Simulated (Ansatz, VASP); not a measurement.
# Mo in VASP and in Ansatz

Contents of INCAR:

```
PREC = Accurate
ENCUT = 520
EDIFF = 1E-6
ISMEAR = 0
SIGMA = 0.15
LREAL = F
LASPH = T
NELM = 100
ALGO = Fast
ISIF = 2
LWAVE = F
LCHARG = F
GGA = PS
NBANDS = 13
```

KPOINTS

```
Automatic mesh
0
Gamma
  26 26 26
```

The input POSCAR:

```
Mo
1.0
   -1.5529185264      1.5646534271      1.5529185264
    1.5763883278     -1.5646534271      1.5763883278
    1.5529185264      1.5646534271     -1.5529185264
Mo
1
Direct
    0.0000000000      0.0000000000      0.0000000000
```

Input for Ansatz:

```yaml
crystal:
  lattice:
    - [-1.5529185264, 1.5646534271, 1.5529185264]
    - [1.5763883278, -1.5646534271, 1.5763883278]
    - [1.5529185264, 1.5646534271, -1.5529185264]
  atoms:
    - { symbol: Mo, position: [0.0, 0.0, 0.0] }
basis:
  ecutwfc: 420
kpoints:
  mp_grid: { grid: [26, 26, 26] }
hamiltonian:
  xc: pbesol
scf:
  occupations: { method: gaussian, width: 0.15 }
output:
  forces: true
  stress: true
  eigenvalues: true
  write_density: true
  write_potential: true
  elf: true
  volumetric_format: npy
```

Change from the starting cell: strain +0.0150 x Voigt [0, 0, 0, 0, 1, 0], atoms carried along.

Alike in both runs: task single point; functional PBEsol; k mesh 26 × 26 × 26; occupations gaussian, width 0.15 eV; no spin polarisation.

|  | VASP | Ansatz |
| --- | --- | --- |
| version | VASP 6.6.1 | Ansatz 0.2.0 |
| potentials or method | VASP PAW PBE potentials, release 64 (Mo_sv), cutoff 520 eV | scalar-relativistic, plane waves, PAW |
| valence electrons in the cell | 14 | 14 |

```tsv
	VASP	Ansatz	Ansatz less VASP
gap on the k mesh at the Fermi level (eV)	none	none	-
pressure (GPa)	0.7	0.1	-0.57
traceless stress, the component that is largest in VASP (GPa)	-1.60	-1.59	+0.013
```

VASP's potentials were made for PBE, not for PBEsol. A gap of «none» marks a metal or a gap that the smearing closes.
